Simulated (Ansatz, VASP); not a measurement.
**Two plane-wave programs on Al2B3N5**

```
Al B N
1.0
     4.26614    0.00000    0.00000
    -1.18377    4.33870    0.00000
    -0.71484   -1.35707    5.71697
Al B N
2 3 5
Direct
  0.20003 0.59999 0.20003
  0.40003 0.19999 0.40003
  0.60003 0.79999 0.60003
  0.80003 0.39999 0.80003
  0.00003 0.99999 0.00003
  0.99999 0.66667 0.99999
  0.19999 0.26667 0.19999
  0.39999 0.86667 0.39999
  0.59999 0.46667 0.59999
  0.79999 0.06667 0.79999
```

Alike in both runs: task relaxation of cell and atoms; functional PBE; k mesh 4 × 4 × 4; occupations gaussian, width 0.1 eV; no spin polarisation.

```csv
,VASP,Ansatz
version,VASP 6.6.1,Ansatz 0.2.0
potentials or method,"VASP PAW PBE potentials, release 64 (Al, B, N), cutoff 600 eV","scalar-relativistic, plane waves, PAW"
valence electrons in the cell,40,40
```

```csv
,VASP,Ansatz,Ansatz less VASP
"gap on the k mesh at the Fermi level, each at its own relaxed structure (eV)",3.03,2.57,-0.462
relaxed volume (Å³/atom),11.83,9.71,-2.124
relaxed length of the cell vector where the two differ most in proportion (Å),4.343,3.288,-1.0554
```

One of these differences is far larger than is usual between the two programs; its cause wasn't traced.
